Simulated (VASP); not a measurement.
# Lu (Pm-3m) in VASP: further runs

The runs below take Lu through single point, with LDA.

Everything below comes from runs of VASP 6.6.1. Logs are shortened: lines on timing, memory, paths and dates and some standing lists are left out, and cuts for length are marked.

### Step 1. The cell of the first run

It takes space group Pm-3m (No. 221, cubic). The conventional cell has a = 2.520 Å, b = 2.520 Å, c = 2.520 Å, α = 90.00°, β = 90.00°, γ = 90.00°. Within 3.3 Å of Lu (site symmetry m-3m) lie 6 Lu at 2.52 Å.

### Step 2. Single point, LDA

File INCAR:

```
SYSTEM = Lu
ALGO = Normal
EDIFF = 1E-6
ENCUT = 520
GGA = CA
ISIF = 2
ISMEAR = 0
LASPH = .TRUE.
LCHARG = .TRUE.
LELF = .TRUE.
LREAL = .FALSE.
LVHAR = .TRUE.
LWAVE = .FALSE.
NBANDS = 18
NELM = 60
PREC = Accurate
SIGMA = 0.05
```

File KPOINTS:

```
k-points
0
G
  6 6 6
  0 0 0
```

File POSCAR:

```
Lu
1.0
    2.5199959830      0.0000000000      0.0000000000
    0.0000000000      2.5199959830      0.0000000000
    0.0000000000      0.0000000000      2.5199959830
Lu
1
Direct
    0.0000000000      0.0000000000      0.0000000000
```

Potentials or basis: VASP PAW PBE potentials, release 64 (Lu).

Run with:

```console
$ cat potpaw_PBE.64/Lu/POTCAR > POTCAR
$ mpirun -np 1 vasp_std > vasp.out
```

OUTCAR:

```text
SYSTEM = Lu
   EDIFF = 1E-6
   ENCUT = 520
   GGA = CA
   ISIF = 2
   ISMEAR = 0
   LASPH = .TRUE.
   LREAL = .FALSE.
   NELM = 60
   PREC = Accurate

 ion  position               nearest neighbor table
   1  0.000  0.000  0.000-

  LATTYP: Found a simple cubic cell.
 ALAT       =     2.5199959830

  Lattice vectors:

 A1 = (   2.5199959830,   0.0000000000,   0.0000000000)
 A2 = (   0.0000000000,   2.5199959830,   0.0000000000)
 A3 = (   0.0000000000,   0.0000000000,   2.5199959830)

Analysis of symmetry for initial positions (statically):
=====================================================================
 Subroutine PRICEL returns:
 Original cell was already a primitive cell.

 Routine SETGRP: Setting up the symmetry group for a
 simple cubic supercell.

 Subroutine GETGRP returns: Found 48 space group operations
 (whereof 48 operations were pure point group operations)
 out of a pool of 48 trial point group operations.

The static configuration has the point symmetry O_h .

Analysis of symmetry for dynamics (positions and initial velocities):
=====================================================================
 Subroutine PRICEL returns:
 Original cell was already a primitive cell.

 Routine SETGRP: Setting up the symmetry group for a
 simple cubic supercell.

 Subroutine GETGRP returns: Found 48 space group operations
 (whereof 48 operations were pure point group operations)
 out of a pool of 48 trial point group operations.

The dynamic configuration has the point symmetry O_h .

 Subroutine INISYM returns: Found 48 space group operations
 (whereof 48 operations are pure point group operations),
 and found     1 'primitive' translations

----------------------------------------------------------------------------------------

                                     Primitive cell

  volume of cell :      16.0029

  direct lattice vectors                    reciprocal lattice vectors
     2.519995983  0.000000000  0.000000000     0.396826029  0.000000000  0.000000000
     0.000000000  2.519995983  0.000000000     0.000000000  0.396826029  0.000000000
     0.000000000  0.000000000  2.519995983     0.000000000  0.000000000  0.396826029

  length of vectors
     2.519995983  2.519995983  2.519995983     0.396826029  0.396826029  0.396826029

  position of ions in fractional coordinates (direct lattice)
     0.000000000  0.000000000  0.000000000

  ion indices of the primitive-cell ions
   primitive index   ion index
                 1           1

----------------------------------------------------------------------------------------

 KPOINTS: k-points

Automatic generation of k-mesh.
 Grid dimensions read from file:
 generate k-points for:    6    6    6

 Generating k-lattice:

  Cartesian coordinates                     Fractional coordinates (reciprocal lattice)
     0.066137672  0.000000000  0.000000000     0.166666667  0.000000000  0.000000000
     0.000000000  0.066137672  0.000000000     0.000000000  0.166666667  0.000000000
     0.000000000  0.000000000  0.066137672     0.000000000  0.000000000  0.166666667

  Length of vectors
     0.066137672  0.066137672  0.066137672

  Shift w.r.t. Gamma in fractional coordinates (k-lattice)
     0.000000000  0.000000000  0.000000000

 Subroutine IBZKPT returns following result:
 ===========================================

 Found     20 irreducible k-points:

 Following reciprocal coordinates:
            Coordinates               Weight
  0.000000  0.000000  0.000000      1.000000
  0.166667  0.000000  0.000000      6.000000
  0.333333  0.000000  0.000000      6.000000
  0.500000  0.000000  0.000000      3.000000
  0.166667  0.166667  0.000000     12.000000
  0.333333  0.166667  0.000000     24.000000
[... 12 lines left out ...]
  0.500000  0.500000  0.333333      6.000000
  0.500000  0.500000  0.500000      1.000000
   k-points           NKPTS =     20   k-points in BZ     NKDIM =     20   number of bands    NBANDS=     18
   number of dos      NEDOS =    301   number of ions     NIONS =      1
   total plane-waves  NPLWV =   8000
   dimension x,y,z NGX =    20 NGY =   20 NGZ =   20
   dimension x,y,z NGXF=    40 NGYF=   40 NGZF=   40
   ions per type =               1
   NGX,Y,Z   is equivalent  to a cutoff of  13.19, 13.19, 13.19 a.u.
   NGXF,Y,Z  is equivalent  to a cutoff of  26.39, 26.39, 26.39 a.u.
 SYSTEM =  Lu
   PREC   = accura    normal or accurate (medium, high low for compatibility)
   ISTART =      0    job   : 0-new  1-cont  2-samecut
   ICHARG =      2    charge: 1-file 2-atom 10-const
   ISPIN  =      1    spin polarized calculation?
   LNONCOLLINEAR =      F non collinear calculations
   LSORBIT =      F    spin-orbit coupling
   LASPH  =      T    aspherical Exc in radial PAW
   ENCUT  =  520.0 eV  38.22 Ry    6.18 a.u.   4.69  4.69  4.69*2*pi/ulx,y,z
   NELM   =     60;   NELMIN=  2; NELMDL= -5     # of ELM steps
   EDIFF  = 0.1E-05   stopping-criterion for ELM
   LREAL  =      F    real-space projection
   EDIFFG = 0.1E-04   stopping-criterion for IOM
   NSW    =      0    number of steps for IOM
   IBRION =     -1    ionic relax: 0-MD 1-quasi-New 2-CG
   NFREE  =      0    steps in history (QN), initial steepest desc. (CG)
   ISIF   =      2    stress and relaxation
   ISYM   =      2    0-nonsym 1-usesym 2-fastsym
   POTIM  = 0.5000    time-step for ionic-motion
   TEBEG  =    0.0;   TEEND  =   0.0 temperature during run
   PSTRESS=    0.0 pullay stress
   NELECT =      25.0000    total number of electrons
   NUPDOWN=      -1.0000    fix difference up-down
   EMIN   =  10.00;   EMAX   =-10.00  energy-range for DOS
   EFERMI =   0.00;   METHOD = LEGACY
   ISMEAR =     0;   SIGMA  =   0.05  broadening in eV -4-tet -1-fermi 0-gaus
   EFERMI_NEDOS =   21; number of points for ismear=-14 and -15
   IALGO  =     38    algorithm
   IMIX   =      4    mixing-type and parameters
     AMIX     =   0.40;   BMIX     =  1.00
     AMIX_MAG =   1.60;   BMIX_MAG =  1.00
  volume/ion in A,a.u.               =      16.00       107.99
  Fermi-wavevector in a.u.,A,eV,Ry     =   1.899569  3.589664 49.094731  3.608361
  Thomas-Fermi vector in A             =   2.938877
   LORBIT       =      0    0 simple, 1 ext, 2 COOP (PROOUT), +10 PAW based schemes
   GGA     = CA    functional components
   LHFCALC =     F    Hartree Fock is set to
   AEXX    =    0.0000 exact exchange contribution
   IVDW    =     0    specifies the selected vdW correction
   LEPSILON=     F    determine dielectric tensor
   LRPA    =     F    only Hartree local field effects (RPA)
 non-spin polarized calculation
 Gauss-broadening in eV      SIGMA  =   0.05
  energy-cutoff  :      520.00
  volume of cell :       16.00
 maximum number of plane-waves:       442
 NGX is ok and might be reduce to    20
   NGX =  9   NGY =  9   NGZ =  9

 number of electron      25.0000011 magnetization

 Free energy of the ion-electron system (eV)
  ---------------------------------------------------
  ext. energy  EPLUGINS =         0.00000000
  ---------------------------------------------------
  free energy    TOTEN  =        -2.88686255 eV

  energy without entropy =       -2.88110015  energy(sigma->0) =       -2.88398135

 E-fermi :   4.5910     XC(G=0): -14.3476

 val. band max:        4.5722483784   @ k =   0.3333   0.1667   0.0000
 cond. band min:       4.6191871317   @ k =   0.5000   0.3333   0.3333
 fundamental gap:      0.0469387533
 Fermi energy:         4.5910406006

 k-point     1 :       0.0000    0.0000    0.0000
  band No.  band energies     occupation
      1     -51.6052      2.00000
      2     -20.6120      2.00000
      3     -20.6120      2.00000
      4     -20.6120      2.00000
      5      -2.0505      2.00000
      6      -0.5700      2.00000
[... 10 lines left out ...]
     17      16.2588      0.00000
     18      23.0560      0.00000

 k-point     2 :       0.1667    0.0000    0.0000
  band No.  band energies     occupation
      1     -51.5004      2.00000
      2     -21.7264      2.00000
      3     -20.5139      2.00000
      4     -20.5139      2.00000
      5      -0.9610      2.00000
      6      -0.6389      2.00000
[... 10 lines left out ...]
     17      16.4601      0.00000
     18      19.6728      0.00000

 k-point     3 :       0.3333    0.0000    0.0000
  band No.  band energies     occupation
      1     -51.2849      2.00000
      2     -23.5869      2.00000
      3     -20.3123      2.00000
      4     -20.3123      2.00000
      5      -0.8268      2.00000
      6      -0.7494      2.00000
[... 10 lines left out ...]
     17      16.8859      0.00000
     18      18.3595      0.00000

 k-point     4 :       0.5000    0.0000    0.0000
  band No.  band energies     occupation
      1     -51.1741      2.00000
      2     -24.3953      2.00000
      3     -20.2086      2.00000
      4     -20.2086      2.00000
      5      -0.8868      2.00000
      6      -0.7950      2.00000
[... 10 lines left out ...]
     17      17.1122      0.00000
     18      19.9650      0.00000

 k-point     5 :       0.1667    0.1667    0.0000
  band No.  band energies     occupation
      1     -51.3964      2.00000
      2     -21.6767      2.00000
      3     -21.5360      2.00000
      4     -20.4174      2.00000
      5      -0.6450      2.00000
      6      -0.5839      2.00000
[... 10 lines left out ...]
     17      14.5440      0.00000
     18      21.5110      0.00000

 k-point     6 :       0.3333    0.1667    0.0000
  band No.  band energies     occupation
      1     -51.1830      2.00000
      2     -23.4426      2.00000
      3     -21.3568      2.00000
      4     -20.2192      2.00000
      5      -0.7913      2.00000
      6      -0.7182      2.00000
[... 223 lines left out ...]
 k-point    17 :       0.3333    0.3333    0.3333
  band No.  band energies     occupation
      1     -50.6709      2.00000
      2     -22.8128      2.00000
      3     -22.6758      2.00000
      4     -22.6758      2.00000
      5      -0.7229      2.00000
      6      -0.5813      2.00000
[... 10 lines left out ...]
     17      15.2525      0.00000
     18      17.4902      0.00000

 k-point    18 :       0.5000    0.3333    0.3333
  band No.  band energies     occupation
      1     -50.5665      2.00000
      2     -23.4749      2.00000
      3     -22.6174      2.00000
      4     -22.5339      2.00000
      5      -0.7656      2.00000
      6      -0.5816      2.00000
[... 10 lines left out ...]
     17      15.7341      0.00000
     18      21.0131      0.00000

 k-point    19 :       0.5000    0.5000    0.3333
  band No.  band energies     occupation
      1     -50.4631      2.00000
      2     -23.3188      2.00000
      3     -23.3188      2.00000
      4     -22.4353      2.00000
      5      -0.7403      2.00000
      6      -0.6060      2.00000
[... 10 lines left out ...]
     17      21.1713      0.00000
     18      22.2695      0.00000

 k-point    20 :       0.5000    0.5000    0.5000
  band No.  band energies     occupation
      1     -50.3608      2.00000
      2     -23.1689      2.00000
      3     -23.1689      2.00000
      4     -23.1689      2.00000
      5      -0.7521      2.00000
      6      -0.5146      2.00000
[... 10 lines left out ...]
     17      21.3309      0.00000
     18      23.8145      0.00000

------------------------ aborting loop because EDIFF is reached ----------------------------------------

  FORCE on cell =-STRESS in cart. coord.  units (eV):
  Direction    XX          YY          ZZ          XY          YZ          ZX
  --------------------------------------------------------------------------------------
  -------------------------------------------------------------------------------------
  Total        6.2181657      6.2181657      6.2181657      0.0000000      0.0000000      0.0000000
  in kB      622.5486995    622.5486995    622.5486995      0.0000000      0.0000000      0.0000000
  external PRESSURE =     622.5486995 kB  Pullay stress =       0.0000000 kB

 VOLUME and BASIS-vectors are now :
 -----------------------------------------------------------------------------
  energy-cutoff  :      520.00
  volume of cell :       16.00
      direct lattice vectors                 reciprocal lattice vectors
     2.519995983  0.000000000  0.000000000     0.396826029  0.000000000  0.000000000
     0.000000000  2.519995983  0.000000000     0.000000000  0.396826029  0.000000000
     0.000000000  0.000000000  2.519995983     0.000000000  0.000000000  0.396826029

 POSITION                                       TOTAL-FORCE (eV/Angst)
 -----------------------------------------------------------------------------------
      0.00000      0.00000      0.00000         0.000000      0.000000      0.000000
 -----------------------------------------------------------------------------------
    total drift:                                0.000000      0.000000      0.000000

  FREE ENERGIE OF THE ION-ELECTRON SYSTEM (eV)
  ---------------------------------------------------
  free  energy   TOTEN  =        -2.8868625490 eV

  energy  without entropy=       -2.8811001474  energy(sigma->0) =       -2.88398135
```

Run time: 6 s. Hardware: 1 thread of Intel Xeon 6975P-C, shared host; peak memory 0.13 GiB.

Results:

```yaml
Free_energy: -2.8869 eV
Pressure: 62.3 GPa
```

Levels at points of the mesh, in eV from the Fermi level:
```tsv
k point	band 10	band 11	band 12	band 13	band 14	band 15	band 16	band 17
(0.00, 0.00, 0.00)	-4.98	-4.98	-4.87	-2.14	-2.14	11.67	11.67	11.67
(0.50, 0.00, 0.00)	-4.78	-4.78	-2.22	-0.51	2.27	4.87	4.87	12.52
(0.50, 0.50, 0.00)	-5.00	-4.82	-4.75	0.66	6.38	6.38	9.02	9.02
(0.50, 0.50, 0.50)	-4.87	-4.87	-2.56	-2.56	-2.56	7.26	16.74	16.74
```

Caveat: the k points lie up to 0.42 Å⁻¹ apart; the PAW data sets were made with another functional, which shifts forces and pressure a little; spin-orbit coupling is left out, which moves the levels of the heavy elements.

### Step 3. Single point, LDA

This run uses another cell than the first one, of 17.62 Å³/atom, 1.101 times its volume.

File INCAR:

```
SYSTEM = Lu
PREC = Accurate ; ENCUT = 520
EDIFF = 1E-6 ; ISMEAR = 0
SIGMA = 0.05 ; LREAL = .False.
LASPH = .True. ; NELM = 60
ALGO = Normal ; ISIF = 2
LWAVE = .False. ; LCHARG = .False.
GGA = CA ; NBANDS = 18
```

File KPOINTS:

```
Automatic mesh
0
Gamma
  6 6 6
  0 0 0
```

File POSCAR:

```
Lu
1.0
    2.6021274663      0.0000000000      0.0000000000
    0.0000000000      2.6021274663      0.0000000000
    0.0000000000      0.0000000000      2.6021274663
Lu
1
Direct
    0.0000000000      0.0000000000      0.0000000000
```

Potentials or basis: VASP PAW PBE potentials, release 64 (Lu).

Run with:

```console
$ cat potpaw_PBE.64/Lu/POTCAR > POTCAR
$ mpirun -np 1 vasp_std > vasp.out
```

Run time: 5.2 s. Hardware: 1 thread of Intel Xeon 6975P-C, shared host; peak memory 0.13 GiB.

Results (log left out):

```
Free energy : -3.4122 eV
Pressure    : 41.5 GPa
```

Levels at points of the mesh, in eV from the Fermi level:
```
           k point  band 9  band 10  band 11  band 12  band 13  band 14  band 15  band 16  band 17  band 18
(0.00, 0.00, 0.00)   -4.95    -4.95    -4.95    -4.85    -1.80    -1.80    10.70    10.70    10.70    17.10
(0.50, 0.00, 0.00)   -4.91    -4.77    -4.77    -2.41    -0.32     1.69     4.63     4.63    11.44    14.70
(0.50, 0.50, 0.00)   -4.96    -4.81    -4.75    -4.52     0.48     5.98     5.98     7.96     7.96    14.66
(0.50, 0.50, 0.50)   -4.85    -4.85    -4.85    -2.14    -2.14    -2.14     7.12    15.18    15.18    16.96
```

Caveat: the k points lie up to 0.40 Å⁻¹ apart; the PAW data sets were made with another functional, which shifts forces and pressure a little; spin-orbit coupling is left out, which moves the levels of the heavy elements.

### Step 4. Single point, LDA

This run uses another cell than the first one, of 20.69 Å³/atom, 1.293 times its volume.

INCAR: that of step 3 with these lines changed.

```diff
@@ -2,3 +2,3 @@
 PREC = Accurate ; ENCUT = 520
-EDIFF = 1E-6 ; ISMEAR = 0
+EDIFF = 1E-7 ; ISMEAR = 0
 SIGMA = 0.05 ; LREAL = .False.
```

File KPOINTS:

```
regular mesh
0
Gamma
  6 6 6
  0 0 0
```

File POSCAR:

```
Lu
1.0
    2.7454529869      0.0000000000      0.0000000000
    0.0000000000      2.7454529869      0.0000000000
    0.0000000000      0.0000000000      2.7454529869
Lu
1
Direct
    0.0000000000      0.0000000000      0.0000000000
```

Run with:

```console
$ cat potpaw_PBE.64/Lu/POTCAR > POTCAR
$ mpirun -np 1 vasp_std > vasp.out
```

It took 5.3 s on 1 thread of Intel Xeon 6975P-C, shared host; peak memory 0.13 GiB.

It converged, with:

| Property | Result |
| --- | --- |
| Free energy | -4.0009 eV |
| Pressure | 21.0 GPa |

Levels at points of the mesh, in eV from the Fermi level:
| k point | band 10 | band 11 | band 12 | band 13 | band 14 | band 15 | band 16 | band 17 |
| --- | --- | --- | --- | --- | --- | --- | --- | --- |
| (0.00, 0.00, 0.00) | -4.89 | -4.89 | -4.81 | -1.26 | -1.26 | 9.29 | 9.29 | 9.29 |
| (0.50, 0.00, 0.00) | -4.76 | -4.76 | -2.53 | -0.01 | 1.01 | 4.31 | 4.31 | 9.88 |
| (0.50, 0.50, 0.00) | -4.78 | -4.74 | -3.52 | 0.30 | 5.42 | 5.42 | 6.49 | 6.49 |
| (0.50, 0.50, 0.50) | -4.81 | -4.81 | -1.46 | -1.46 | -1.46 | 7.02 | 12.92 | 12.92 |

Caveat: the k points lie up to 0.38 Å⁻¹ apart; the PAW data sets were made with another functional, which shifts forces and pressure a little; spin-orbit coupling is left out, which moves the levels of the heavy elements.

### Step 5. Single point, LDA

This run uses another cell than the first one, of 27.14 Å³/atom, 1.696 times its volume.

File INCAR:

```
SYSTEM = Lu
ALGO = Normal
EDIFF = 1E-6
ENCUT = 520
GGA = CA
ISIF = 2
ISMEAR = 0
LASPH = .True.
LCHARG = .False.
LREAL = .False.
LWAVE = .False.
NBANDS = 18
NELM = 60
PREC = Accurate
SIGMA = 0.05
```

File KPOINTS:

```
k-points
0
Gamma
  6 6 6
  0 0 0
```

File POSCAR:

```
Lu
1.0
    3.0053543817      0.0000000000      0.0000000000
    0.0000000000      3.0053543817      0.0000000000
    0.0000000000      0.0000000000      3.0053543817
Lu
1
Direct
    0.0000000000      0.0000000000      0.0000000000
```

Run with:

```console
$ cat potpaw_PBE.64/Lu/POTCAR > POTCAR
$ mpirun -np 1 vasp_std > vasp.out
```

Wall time 4.8 s (1 thread of Intel Xeon 6975P-C, shared host); peak memory 0.14 GiB.

It converged, with:

```yaml
Free_energy: -4.3397 eV
Pressure: 0.2 GPa
```

Levels at points of the mesh, in eV from the Fermi level:
```csv
k point,band 9,band 10,band 11,band 12,band 13,band 14,band 15,band 16,band 17,band 18
"(0.00, 0.00, 0.00)",-5.17,-5.17,-5.17,-5.12,-0.77,-0.77,7.12,7.12,7.12,12.19
"(0.50, 0.00, 0.00)",-5.14,-5.09,-5.09,-2.76,0.04,0.16,3.57,3.57,7.51,9.96
"(0.50, 0.50, 0.00)",-5.17,-5.11,-5.09,-2.41,-0.11,4.35,4.35,4.35,4.35,9.39
"(0.50, 0.50, 0.50)",-5.12,-5.12,-5.12,-0.82,-0.82,-0.82,6.52,9.60,9.60,9.61
```

Caveat: the PAW data sets were made with another functional, which shifts forces and pressure a little; spin-orbit coupling is left out, which moves the levels of the heavy elements.

### Step 6. Summary

| cell | gap on the mesh (eV) | pressure (GPa) |
| --- | --- | --- |
| a = 2.520 Å, 1 atom | none | 62.3 |
| a = 2.602 Å, 1 atom | none | 41.5 |
| a = 2.745 Å, 1 atom | none | 21.0 |
| a = 3.005 Å, 1 atom | none | 0.2 |

Alike in all rows: task single point; level LDA; potentials or basis VASP PAW PBE potentials, release 64 (Lu); no spin polarisation; k mesh 6 × 6 × 6; cutoff (eV) 520; smearing gaussian 0.05 eV.

Caveats: some runs use coarse meshes; the PAW data sets were made with another functional, which shifts forces and pressure a little; spin-orbit coupling is left out, which moves the levels of the heavy elements.

Total energies depend on the potentials used, so only differences within one code and one set of settings carry meaning.
